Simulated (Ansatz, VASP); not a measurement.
One calculation of Ir, two programs

The input POSCAR:

```
Ir
1.0
    0.0000000000      1.8237150000      2.0156850000
    1.8237150000      0.0000000000      2.0156850000
    1.8237150000      1.8237150000      0.0000000000
Ir
1
Direct
    0.0000000000      0.0000000000      0.0000000000
```

Contents of INCAR.step1:

```
SYSTEM = Ir
  PREC = Accurate
  ENCUT = 520
  ISMEAR = 0
  SIGMA = 0.15
  LREAL = .FALSE.
  LASPH = .TRUE.
  NELM = 100
  NBANDS = 10
  GGA = PE
  ALGO = Normal
  EDIFF = 1E-4
  LWAVE = .TRUE.
  LCHARG = .FALSE.
```

The input INCAR.step2:

```
SYSTEM = Ir
  PREC = Accurate
  ENCUT = 520
  EDIFF = 1E-7
  ISMEAR = 0
  SIGMA = 0.15
  LREAL = .FALSE.
  LASPH = .TRUE.
  NELM = 100
  ALGO = Normal
  ISIF = 2
  LWAVE = .FALSE.
  LCHARG = .TRUE.
  METAGGA = R2SCAN
  LMIXTAU = .TRUE.
  LELF = .TRUE.
  LVHAR = .TRUE.
  NBANDS = 10
  ISTART = 1
```

File KPOINTS:

```
regular mesh
0
G
  22 22 22
  0 0 0
```

Input for Ansatz:

```yaml
crystal:
  lattice:
    - [0.0, 1.823715, 2.015685]
    - [1.823715, 0.0, 2.015685]
    - [1.823715, 1.823715, 0.0]
  atoms:
    - { symbol: Ir, position: [0.0, 0.0, 0.0] }
basis:
  ecutwfc: 500
kpoints:
  mp_grid: { grid: [22, 22, 22] }
hamiltonian:
  xc: r2scan
scf:
  occupations: { method: gaussian, width: 0.15 }
output:
  forces: true
  stress: true
  eigenvalues: true
```

Change from the starting cell: strain -0.050 along x and y, +0.050 along z, atoms carried along.

Alike in both runs: task single point; functional r2SCAN; k mesh 22 × 22 × 22; occupations gaussian, width 0.15 eV; no spin polarisation.

|  | VASP | Ansatz |
| --- | --- | --- |
| version | VASP 6.6.1 | Ansatz 0.2.0 |
| potentials or method | VASP PAW PBE potentials, release 64 (Ir), cutoff 520 eV | scalar-relativistic, plane waves, PAW |
| valence electrons in the cell | 9 | 17 |

```csv
,VASP,Ansatz,Ansatz less VASP
gap on the k mesh at the Fermi level (eV),none,none,-
pressure (GPa),31.5,28.0,-3.47
"traceless stress, the component that is largest in VASP (GPa)",-30.68,-30.50,+0.171
```

VASP's potentials were made for PBE, not for r2SCAN. A gap of «none» marks a metal or a gap that the smearing closes. The functional is the same, so the differences come from potentials, cutoffs and numerics. VASP's potentials hold 9 valence electrons a cell and Ansatz's 17, so a difference there can come from the potentials and not from the codes.

Neither program's run includes spin-orbit coupling.
